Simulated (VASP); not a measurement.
A run of VASP 6.6.1:

INCAR

```
SYSTEM = C
  PREC = Accurate
  ENCUT = 520
  EDIFF = 1E-7
  ISMEAR = 0
  SIGMA = 0.05
  LREAL = .False.
  LASPH = .True.
  NELM = 60
  ALGO = Normal
  ISIF = 2
  LWAVE = .False.
  LCHARG = .False.
  GGA = PS
  IVDW = 12
  NBANDS = 11
```

Contents of KPOINTS:

```
regular mesh
0
Gamma
  15 15 15
  0 0 0
```

POSCAR

```
C
1.0
    1.2291305633      0.7096388616      3.2835658809
   -1.2291305633      0.7096388616      3.2835658809
    0.0000000000     -1.4192777231      3.2835658809
C
2
Direct
    0.1569395347      0.1569395347      0.1569395347
    0.8430604653      0.8430604653      0.8430604653
```

Potentials or basis: VASP PAW PBE potentials, release 64 (C).

The run is started by

```console
$ cat potpaw_PBE.64/C/POTCAR > POTCAR
$ mpirun -np 1 vasp_std > vasp.out
```

Hardware: 1 thread of Intel(R) Xeon(R) Platinum 8259CL CPU @ 2.50GHz (Skylake/Cascade Lake), on a shared host.

Task: Estimate the wall time of this run.

Result: Run time: 100 s on 1 thread of Intel(R) Xeon(R) Platinum 8259CL CPU @ 2.50GHz (Skylake/Cascade Lake), with other jobs on the host, peak memory 0.2 GiB. Counts: scf iterations 13, k points 344.
